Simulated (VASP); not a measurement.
Write the native input for VASP 6.6.1 that does the following.

| Item | Value |
| --- | --- |
| Task | single point |
| Functional | PBE |
| Potentials or basis | VASP PAW PBE potentials, release 64 (V_sv) |
| Cutoff | 520 eV |
| k mesh | 15 × 15 × 15 |
| Occupations | fermi-dirac, width 0.03 eV |
| Spin | collinear spin, ferromagnetic start |
| Starting moments | [1.5] μB |
| Dipole correction | no |
| Further INCAR settings | ALGO = Normal; EDIFF = 1e-07; NBANDS = 16 |

The structure of V lies in POSCAR:

```
V
1.0
   -1.5028453316      1.5028453316      1.5028453316
    1.5028453316     -1.5028453316      1.5028453316
    1.5028453316      1.5028453316     -1.5028453316
V
1
Direct
    0.0000000000      0.0000000000      0.0000000000
```

The input as run:

INCAR

```
SYSTEM = V
PREC = Accurate
ENCUT = 520
EDIFF = 1E-7
ISMEAR = -1
SIGMA = 0.03
LREAL = .FALSE.
LASPH = .TRUE.
NELM = 150
ALGO = Normal
ISIF = 2
LWAVE = .FALSE.
LCHARG = .FALSE.
ISPIN = 2
MAGMOM = 1.5
LORBIT = 11
LMAXMIX = 4
GGA = PE
NBANDS = 16
```

KPOINTS

```
regular mesh
0
G
  15 15 15
  0 0 0
```

Potentials or basis: VASP PAW PBE potentials, release 64 (V_sv).

Launch:

```bash
$ cat potpaw_PBE.64/V_sv/POTCAR > POTCAR
$ mpirun -np 1 vasp_std > vasp.out
```

Results of the run:

```
Pressure                                              : -1.7 GPa
Net moment                                            : 0.00 μB per cell
Valence electrons inside the program's atomic spheres : V 11.64
```

Caveat: the moments typed at the start vanished in this run.

It took 62 s on 1 thread of Intel Xeon 8259CL, with other jobs on the host, peak memory 0.16 GiB.
